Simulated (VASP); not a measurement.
Runs of VASP 6.6.1 on SnO (Romarchite). The structure is that of space group P4/nmm (No. 129), or close to it. The cells are those of the table. 

| task | cell | cutoff (eV) | gap on the mesh (eV) | pressure (GPa) | largest force (eV/Å) |
| --- | --- | --- | --- | --- | --- |
| relaxation of cell and atoms | relaxed to 2 GPa from a = 3.799, b = 3.799, c = 4.841 Å, 4 atoms | 600 | none | 2.0 | 0.01 |
| single point | a = 3.836, b = 3.836, c = 4.772 Å, 4 atoms | 520 | - | 2.3 | 0.09 |
| single point | a = 3.809, b = 3.809, c = 4.618 Å, 4 atoms | 520 | none | (a) | 0.09 |
| single point | a = 3.786, b = 3.786, c = 4.514 Å, 4 atoms | 520 | none | 6.3 | 0.09 |
| relaxation of cell and atoms | relaxed to 8 GPa from a = 3.799, b = 3.799, c = 4.841 Å, 4 atoms | 600 | none | 8.0 | - |

Alike in all rows: level PBE; potentials or basis VASP PAW PBE potentials, release 64 (Sn_d, O); no spin polarisation; k mesh 6 × 6 × 6; smearing fermi-dirac 0.1 eV.

Problem. Fill in the values left out.

Solution. (a) 4.3.

Caveats: spin-orbit coupling is left out, which moves the levels of the heavy elements; the cell is relaxed towards a set pressure, so the enthalpy falls and the energy may rise (some runs).

A k mesh can miss the band edges, and the runs leave out spin-orbit coupling on Sn.

A gap of «none» marks levels without a gap at the run's occupations.
